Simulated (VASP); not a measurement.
Wanted: the native input for a VASP 6.6.1 run.

| Item | Value |
| --- | --- |
| Task | relaxation of cell and atoms |
| Functional | PBE |
| Potentials or basis | VASP PAW PBE potentials, release 64 (Be) |
| Cutoff | 600 eV |
| k mesh | 20 × 20 × 20 |
| Occupations | fermi-dirac, width 0.08 eV |
| Spin | no spin polarisation |
| Target pressure | -1.3 GPa |
| Dipole correction | no |
| Further INCAR settings | ALGO = Normal; EDIFF = 1e-07; IBRION = 2; EDIFFG = -0.005; NSW = 60; ISIF = 3 |

The structure of Be lies in POSCAR:

```
Be
1.0
   -1.9538232268      1.9538232268      1.0746027747
    1.9538232268     -1.9538232268      1.0746027747
    1.9538232268      1.9538232268     -1.0746027747
Be
2
Direct
   -0.3750000000     -0.1250000000     -0.2500000000
    0.3750000000      0.1250000000      0.2500000000
```

One way to write it, as run:

INCAR

```
SYSTEM = Be
PREC     = Accurate       ! precision mode
ENCUT    = 600            ! plane-wave cutoff, eV
EDIFF    = 1E-7           ! SCF threshold, eV
ISMEAR   = -1             ! smearing method
SIGMA    = 0.08           ! smearing width, eV
LREAL    = .FALSE.        ! projectors in reciprocal space
LASPH    = .TRUE.         ! aspherical terms in the spheres
NELM     = 60             ! most SCF steps
ALGO     = Normal         ! electronic algorithm
ISIF     = 3              ! what is computed and relaxed
LWAVE    = .FALSE.        ! write WAVECAR
LCHARG   = .FALSE.        ! write CHGCAR
GGA      = PE             ! functional
IBRION   = 2              ! ionic algorithm
NSW      = 60             ! ionic steps
EDIFFG   = -0.005         ! ionic threshold
PSTRESS  = -13.0
```

KPOINTS

```
Automatic mesh
0
G
  20 20 20
  0 0 0
```

Potentials or basis: VASP PAW PBE potentials, release 64 (Be).

Command:

```console
$ cat potpaw_PBE.64/Be/POTCAR > POTCAR
$ mpirun -np 1 vasp_std > vasp.out
```

Results of the run:

The relaxed volume is 9.56 Å³/atom. The relaxed cell is a = 3.184 Å, b = 3.184 Å, c = 3.184 Å, α = 96.37°, β = 96.37°, γ = 141.09° and the space group after relaxing (to 0.1 Å) is I4_1/amd (No. 141). The energy change on relaxing (the run minimises the enthalpy) is -78.3 meV/atom, the ionic steps are 7 and the pressure after relaxing is -1.3 GPa. The band gap on the k mesh is zero (bands 2 and 3 overlap by 5.49 eV).

Caveat: the cell is relaxed towards a set pressure, so the run minimises the enthalpy, not the energy; the volume moved by over 15 % at a fixed basis, so the end points are rough.

Run time: 72 s on 1 thread of Intel(R) Xeon(R) 6975P-C (Granite Rapids) (shared host), peak memory 0.19 GiB.
